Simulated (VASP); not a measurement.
# TiC (I4/mmm) in VASP: notebook

TiC is run at these levels: PBEsol; tasks: single point.

Program: VASP 6.6.1. These are calculated values, not measurements. Logs are shortened: lines on timing, memory, paths and dates and some standing lists are left out, and cuts for length are marked.

### 1 The cell of the first run

The structure is tetragonal, space group I4/mmm (No. 139). The conventional cell has a = 3.102 Å, b = 3.102 Å, c = 4.212 Å, α = 90.00°, β = 90.00°, γ = 90.00°. Within 2.8 Å of Ti (site symmetry 4/mmm) lie 6 C at 2.11 to 2.19 Å. C (site symmetry 4/mmm) has 6 Ti at 2.11 to 2.19 Å within 2.8 Å.

### 2 Single point, PBEsol

The input, INCAR:

```
SYSTEM = TiC
PREC = Accurate
ENCUT = 520
EDIFF = 1E-7
ISMEAR = 1
SIGMA = 0.1
LREAL = .False.
LASPH = .True.
NELM = 100
ALGO = Normal
ISIF = 2
LWAVE = .False.
LCHARG = .True.
GGA = PS
LELF = .True.
LVHAR = .True.
NBANDS = 15
```

The input, KPOINTS:

```
Automatic mesh
0
Gamma
  20 20 20
  0 0 0
```

The input, POSCAR:

```
TiC
1.0
    0.0000000000      2.1936475197      2.1059016189
    2.1936475197      0.0000000000      2.1059016189
    2.1936475197      2.1936475197      0.0000000000
Ti C
1 1
Direct
    0.0000000000      0.0000000000      0.0000000000
    0.5000000000      0.5000000000      0.5000000000
```

Potentials or basis: VASP PAW PBE potentials, release 64 (Ti_sv, C).

The run is started by

```console
$ cat potpaw_PBE.64/Ti_sv/POTCAR potpaw_PBE.64/C/POTCAR > POTCAR
$ mpirun -np 1 vasp_std > vasp.out
```

OUTCAR:

```text
SYSTEM = TiC
   PREC = Accurate
   ENCUT = 520
   EDIFF = 1E-7
   ISMEAR = 1
   LREAL = .False.
   LASPH = .True.
   NELM = 100
   ISIF = 2
   GGA = PS

 ion  position               nearest neighbor table
   1  0.000  0.000  0.000-   2 2.11   2 2.11   2 2.19   2 2.19   2 2.19   2 2.19
   2  0.500  0.500  0.500-   1 2.11   1 2.11   1 2.19   1 2.19   1 2.19   1 2.19

  LATTYP: Found a body centered tetragonal cell.
 ALAT       =     3.1022860734
 C/A-ratio  =     1.3576450199

  Lattice vectors:

 A1 = (   0.0000000000,  -2.1936475197,  -2.1059016189)
 A2 = (   0.0000000000,   2.1936475197,  -2.1059016189)
 A3 = (   2.1936475197,   0.0000000000,   2.1059016189)

Analysis of symmetry for initial positions (statically):
=====================================================================
 Subroutine PRICEL returns:
 Original cell was already a primitive cell.

 Routine SETGRP: Setting up the symmetry group for a
 body centered tetragonal supercell.

 Subroutine GETGRP returns: Found 16 space group operations
 (whereof 16 operations were pure point group operations)
 out of a pool of 16 trial point group operations.

The static configuration has the point symmetry D_4h.

Analysis of symmetry for dynamics (positions and initial velocities):
=====================================================================
 Subroutine PRICEL returns:
 Original cell was already a primitive cell.

 Routine SETGRP: Setting up the symmetry group for a
 body centered tetragonal supercell.

 Subroutine GETGRP returns: Found 16 space group operations
 (whereof 16 operations were pure point group operations)
 out of a pool of 16 trial point group operations.

The dynamic configuration has the point symmetry D_4h.

 Subroutine INISYM returns: Found 16 space group operations
 (whereof 16 operations are pure point group operations),
 and found     1 'primitive' translations

----------------------------------------------------------------------------------------

                                     Primitive cell

  volume of cell :      20.2676

  direct lattice vectors                    reciprocal lattice vectors
     0.000000000  2.193647520  2.105901619    -0.227930876  0.227930876  0.237427995
     2.193647520  0.000000000  2.105901619     0.227930876 -0.227930876  0.237427995
     2.193647520  2.193647520  0.000000000     0.227930876  0.227930876 -0.237427995

  length of vectors
     3.040873406  3.040873406  3.102286073     0.400346127  0.400346127  0.400346127

  position of ions in fractional coordinates (direct lattice)
     0.000000000  0.000000000  0.000000000
     0.500000000  0.500000000  0.500000000

  ion indices of the primitive-cell ions
   primitive index   ion index
[... 83 lines left out ...]
   TEBEG  =    0.0;   TEEND  =   0.0 temperature during run
   PSTRESS=    0.0 pullay stress
   NELECT =      16.0000    total number of electrons
   NUPDOWN=      -1.0000    fix difference up-down
   EMIN   =  10.00;   EMAX   =-10.00  energy-range for DOS
   EFERMI =   0.00;   METHOD = LEGACY
   ISMEAR =     1;   SIGMA  =   0.10  broadening in eV -4-tet -1-fermi 0-gaus
   EFERMI_NEDOS =   21; number of points for ismear=-14 and -15
   IALGO  =     38    algorithm
   IMIX   =      4    mixing-type and parameters
     AMIX     =   0.40;   BMIX     =  1.00
     AMIX_MAG =   1.60;   BMIX_MAG =  1.00
  volume/ion in A,a.u.               =      10.13        68.39
  Fermi-wavevector in a.u.,A,eV,Ry     =   1.513030  2.859212 31.147275  2.289260
  Thomas-Fermi vector in A             =   2.622876
   LORBIT       =      0    0 simple, 1 ext, 2 COOP (PROOUT), +10 PAW based schemes
   GGA     = PS    functional components
   LHFCALC =     F    Hartree Fock is set to
   AEXX    =    0.0000 exact exchange contribution
   IVDW    =     0    specifies the selected vdW correction
   LEPSILON=     F    determine dielectric tensor
   LRPA    =     F    only Hartree local field effects (RPA)
 non-spin polarized calculation
 Methfessel and Paxton  Order N= 1 SIGMA  =   0.10
  energy-cutoff  :      520.00
  volume of cell :       20.27
 maximum number of plane-waves:       560
   NGX = 11   NGY = 11   NGZ = 11

 number of electron      15.9999998 magnetization

 Free energy of the ion-electron system (eV)
  ---------------------------------------------------
  ext. energy  EPLUGINS =         0.00000000
  ---------------------------------------------------
  free energy    TOTEN  =       -19.76520598 eV

  energy without entropy =      -19.76512998  energy(sigma->0) =      -19.76518065

 E-fermi :   9.3336     XC(G=0): -12.8693

 val. band max:        9.3310424104   @ k =   0.1500   0.0000   0.1500
 cond. band min:       9.3476889818   @ k =   0.3000   0.2500   0.0500
 fundamental gap:      0.0166465714
 Fermi energy:         9.3336262786

 k-point     1 :       0.0000    0.0000    0.0000
  band No.  band energies     occupation
      1     -46.9870      2.00000
      2     -23.1297      2.00000
      3     -23.1297      2.00000
      4     -23.0811      2.00000
      5      -3.0498      2.00000
      6       9.9017     -0.00000
      7       9.9017     -0.00000
      8      10.2006     -0.00000
      9      10.9088     -0.00000
     10      10.9843     -0.00000
     11      10.9843     -0.00000
     12      11.1456     -0.00000
     13      11.1720     -0.00000
     14      19.8884      0.00000
[... 401 lines left out ...]
      2     -23.5389      2.00000
      3     -23.1807      2.00000
      4     -23.1397      2.00000
      5      -0.5078      2.00000
      6       4.7125      2.00000
      7       6.6907      2.00000
      8       6.9102      2.00000
      9      11.7335      0.00000
     10      11.8995      0.00000
     11      12.8646      0.00000
     12      16.6288      0.00000
     13      16.8061      0.00000
     14      18.8423      0.00000
     15      24.9641      0.00000

 [... further k-points ...]
[... 5 lines left out ...]
  --------------------------------------------------------------------------------------
  -------------------------------------------------------------------------------------
  Total       -1.3680879     -1.3680879      0.7985096      0.0000000      0.0000000     -0.0000000
  in kB     -108.1490767   -108.1490767     63.1231967      0.0000000      0.0000000     -0.0000000
  external PRESSURE =     -51.0583189 kB  Pullay stress =       0.0000000 kB

 VOLUME and BASIS-vectors are now :
 -----------------------------------------------------------------------------
  energy-cutoff  :      520.00
  volume of cell :       20.27
      direct lattice vectors                 reciprocal lattice vectors
     0.000000000  2.193647520  2.105901619    -0.227930876  0.227930876  0.237427995
     2.193647520  0.000000000  2.105901619     0.227930876 -0.227930876  0.237427995
     2.193647520  2.193647520  0.000000000     0.227930876  0.227930876 -0.237427995

 POSITION                                       TOTAL-FORCE (eV/Angst)
 -----------------------------------------------------------------------------------
      0.00000      0.00000      0.00000        -0.000000      0.000000     -0.000000
      2.19365      2.19365      2.10590         0.000000     -0.000000      0.000000
 -----------------------------------------------------------------------------------
    total drift:                                0.000000     -0.000000     -0.000000

  FREE ENERGIE OF THE ION-ELECTRON SYSTEM (eV)
  ---------------------------------------------------
  free  energy   TOTEN  =       -19.7652059785 eV

  energy  without entropy=      -19.7651299845  energy(sigma->0) =      -19.76518065
```

Run time: 1.7 min. Hardware: 1 thread of Intel Xeon Platinum 8259CL at 2.50GHz (Skylake/Cascade Lake), shared host; peak memory 0.31 GiB.

Results:

- Free energy: -19.7652 eV
- Pressure: -5.1 GPa
- Band gap on the k mesh: zero (band 8 reaches 10.20 eV, above the bottom of band 9 at 8.66 eV)

Stress tensor (GPa, compression positive):
```
-10.81   0.00   0.00
  0.00 -10.81   0.00
  0.00   0.00   6.31
```

Caveat: the PAW data sets were made with another functional, which shifts forces and pressure a little.

### 3 Single point, PBEsol

The input, INCAR:

```
PREC     = Accurate       # precision mode
ENCUT    = 520            # plane-wave cutoff, eV
EDIFF    = 1E-6           # SCF threshold, eV
ISMEAR   = 1              # smearing method
SIGMA    = 0.1            # smearing width, eV
LREAL    = False          # projectors in reciprocal space
LASPH    = True           # aspherical terms in the spheres
NELM     = 60             # most SCF steps
ALGO     = Normal         # electronic algorithm
ISIF     = 2              # what is computed and relaxed
LWAVE    = False          # write WAVECAR
LCHARG   = False          # write CHGCAR
GGA      = PS             # functional
NBANDS   = 15             # bands
```

The input, KPOINTS:

```
regular mesh
0
Gamma
  20 20 20
```

The input, POSCAR:

```
TiC
1.0
    0.0000000000      2.1290906697      2.2355452032
    2.1290906697      0.0000000000      2.2355452032
    2.1290906697      2.1290906697      0.0000000000
Ti C
1 1
Direct
    0.0000000000      0.0000000000      0.0000000000
    0.5000000000      0.5000000000      0.5000000000
```

Potentials or basis: VASP PAW PBE potentials, release 64 (Ti_sv, C).

The run is started by

```console
$ cat potpaw_PBE.64/Ti_sv/POTCAR potpaw_PBE.64/C/POTCAR > POTCAR
$ mpirun -np 1 vasp_std > vasp.out
```

OUTCAR:

```text
PREC = Accurate
   ENCUT = 520
   EDIFF = 1E-6
   ISMEAR = 1
   LREAL = False
   LASPH = True
   NELM = 60
   ISIF = 2
   GGA = PS

 ion  position               nearest neighbor table
   1  0.000  0.000  0.000-   2 2.13   2 2.13   2 2.13   2 2.13   2 2.24   2 2.24
   2  0.500  0.500  0.500-   1 2.13   1 2.13   1 2.13   1 2.13   1 2.24   1 2.24

  LATTYP: Found a body centered tetragonal cell.
 ALAT       =     3.0109889006
 C/A-ratio  =     1.4849242405

  Lattice vectors:

 A1 = (  -2.1290906697,   0.0000000000,   2.2355452032)
 A2 = (   2.1290906697,   0.0000000000,   2.2355452032)
 A3 = (   0.0000000000,   2.1290906697,  -2.2355452032)

Analysis of symmetry for initial positions (statically):
=====================================================================
 Subroutine PRICEL returns:
 Original cell was already a primitive cell.

 Routine SETGRP: Setting up the symmetry group for a
 body centered tetragonal supercell.

 Subroutine GETGRP returns: Found 16 space group operations
 (whereof 16 operations were pure point group operations)
 out of a pool of 16 trial point group operations.

The static configuration has the point symmetry D_4h.

Analysis of symmetry for dynamics (positions and initial velocities):
=====================================================================
 Subroutine PRICEL returns:
 Original cell was already a primitive cell.

 Routine SETGRP: Setting up the symmetry group for a
 body centered tetragonal supercell.

 Subroutine GETGRP returns: Found 16 space group operations
 (whereof 16 operations were pure point group operations)
 out of a pool of 16 trial point group operations.

The dynamic configuration has the point symmetry D_4h.

 Subroutine INISYM returns: Found 16 space group operations
 (whereof 16 operations are pure point group operations),
 and found     1 'primitive' translations

----------------------------------------------------------------------------------------

                                     Primitive cell
[... 115 lines left out ...]
   LORBIT       =      0    0 simple, 1 ext, 2 COOP (PROOUT), +10 PAW based schemes
   GGA     = PS    functional components
   LHFCALC =     F    Hartree Fock is set to
   AEXX    =    0.0000 exact exchange contribution
   IVDW    =     0    specifies the selected vdW correction
   LEPSILON=     F    determine dielectric tensor
   LRPA    =     F    only Hartree local field effects (RPA)
 non-spin polarized calculation
 Methfessel and Paxton  Order N= 1 SIGMA  =   0.10
  energy-cutoff  :      520.00
  volume of cell :       20.27
 maximum number of plane-waves:       560
   NGX = 11   NGY = 11   NGZ = 11

 number of electron      16.0000001 magnetization

 Free energy of the ion-electron system (eV)
  ---------------------------------------------------
  ext. energy  EPLUGINS =         0.00000000
  ---------------------------------------------------
  free energy    TOTEN  =       -19.75692863 eV

  energy without entropy =      -19.75698278  energy(sigma->0) =      -19.75694668

 E-fermi :   9.3452     XC(G=0): -12.8679

 val. band max:        9.3412456242   @ k =   0.1500   0.1000   0.0500
 cond. band min:       9.3461918116   @ k =   0.3000   0.0500   0.2500
 fundamental gap:      0.0049461875
 Fermi energy:         9.3452242804

 k-point     1 :       0.0000    0.0000    0.0000
  band No.  band energies     occupation
      1     -46.9849      2.00000
      2     -23.1616      2.00000
      3     -23.0864      2.00000
      4     -23.0864      2.00000
      5      -3.0498      2.00000
      6       9.7592     -0.00000
      7      10.1263     -0.00000
      8      10.1263     -0.00000
      9      10.8232     -0.00000
     10      10.9164     -0.00000
     11      11.0994     -0.00000
     12      11.0994     -0.00000
     13      11.2469     -0.00000
     14      19.9009      0.00000
[... 401 lines left out ...]
      2     -23.5427      2.00000
      3     -23.2099      2.00000
      4     -23.1072      2.00000
      5      -0.4249      2.00000
      6       4.6509      2.00000
      7       6.7188      2.00000
      8       6.7301      2.00000
      9      11.6821      0.00000
     10      11.9901      0.00000
     11      12.9940      0.00000
     12      15.9918      0.00000
     13      17.4824      0.00000
     14      18.8878      0.00000
     15      24.3860      0.00000

 [... further k-points ...]
[... 5 lines left out ...]
  --------------------------------------------------------------------------------------
  -------------------------------------------------------------------------------------
  Total        0.1390486      0.1390486     -2.0886918      0.0000000      0.0000000     -0.0000000
  in kB       10.9919708     10.9919708   -165.1137253      0.0000000      0.0000000     -0.0000000
  external PRESSURE =     -47.7099279 kB  Pullay stress =       0.0000000 kB

 VOLUME and BASIS-vectors are now :
 -----------------------------------------------------------------------------
  energy-cutoff  :      520.00
  volume of cell :       20.27
      direct lattice vectors                 reciprocal lattice vectors
     0.000000000  2.129090670  2.235545203    -0.234842042  0.234842042  0.223659087
     2.129090670  0.000000000  2.235545203     0.234842042 -0.234842042  0.223659087
     2.129090670  2.129090670  0.000000000     0.234842042  0.234842042 -0.223659087

 POSITION                                       TOTAL-FORCE (eV/Angst)
 -----------------------------------------------------------------------------------
      0.00000      0.00000      0.00000        -0.000000      0.000000     -0.000000
      2.12909      2.12909      2.23555         0.000000     -0.000000      0.000000
 -----------------------------------------------------------------------------------
    total drift:                                0.000000     -0.000000     -0.000000

  FREE ENERGIE OF THE ION-ELECTRON SYSTEM (eV)
  ---------------------------------------------------
  free  energy   TOTEN  =       -19.7569286274 eV

  energy  without entropy=      -19.7569827755  energy(sigma->0) =      -19.75694668
```

OSZICAR:

```text
N       E                     dE             d eps       ncg     rms          rms(c)
DAV:   1     0.116207132210E+03    0.11621E+03   -0.79677E+03 19298   0.128E+03
DAV:   2    -0.176242260614E+02   -0.13383E+03   -0.12524E+03 20637   0.334E+02
DAV:   3    -0.249338936632E+02   -0.73097E+01   -0.71872E+01 25164   0.768E+01
DAV:   4    -0.251688952790E+02   -0.23500E+00   -0.23480E+00 23947   0.126E+01
DAV:   5    -0.251745458785E+02   -0.56506E-02   -0.56490E-02 25312   0.173E+00    0.185E+01
DAV:   6    -0.203438539627E+02    0.48307E+01   -0.11232E+01 27266   0.560E+01    0.668E+00
DAV:   7    -0.198006553836E+02    0.54320E+00   -0.19465E+00 22637   0.197E+01    0.502E+00
DAV:   8    -0.197659884110E+02    0.34667E-01   -0.11597E-01 22531   0.395E+00    0.295E+00
DAV:   9    -0.197608753046E+02    0.51131E-02   -0.84775E-02 25149   0.359E+00    0.828E-01
DAV:  10    -0.197586697812E+02    0.22055E-02   -0.10183E-02 25886   0.145E+00    0.604E-01
DAV:  11    -0.197569640359E+02    0.17057E-02   -0.33768E-03 22501   0.810E-01    0.864E-02
DAV:  12    -0.197569331459E+02    0.30890E-04   -0.25801E-04 21596   0.166E-01    0.346E-02
DAV:  13    -0.197569287405E+02    0.44054E-05   -0.13189E-05 24788   0.312E-02    0.541E-03
DAV:  14    -0.197569286274E+02    0.11310E-06   -0.31066E-07 14303   0.594E-03
   1 F= -.19756929E+02 E0= -.19756947E+02  d E =0.541480E-04
```

stdout:

```text
POSCAR found type information on POSCAR TiC
 POSCAR found :  2 types and       2 ions
 scaLAPACK will be used
 -----------------------------------------------------------------------------
|                                                                             |
|                                                                             |
|     You enforced a specific xc type in the INCAR file but a different       |
|     I HOPE YOU KNOW WHAT YOU ARE DOING!                                     |
|                                                                             |
 -----------------------------------------------------------------------------

 LDA part: xc-table for (Slater+PW92), standard interpolation
 POSCAR, INCAR and KPOINTS ok, starting setup
 FFT: planning ... GRIDC
 FFT: planning ... GRID_SOFT
 FFT: planning ... GRID
 WAVECAR not read
 entering main loop
```

Run time: 1.8 min. Hardware: 1 thread of Intel Xeon Platinum 8259CL at 2.50GHz (Skylake/Cascade Lake), shared host; peak memory 0.3 GiB.

Results:

- Free energy: -19.7569 eV
- Pressure: -4.8 GPa
- Band gap on the k mesh: zero (band 8 reaches 10.13 eV, above the bottom of band 9 at 8.77 eV)

Caveat: the PAW data sets were made with another functional, which shifts forces and pressure a little.
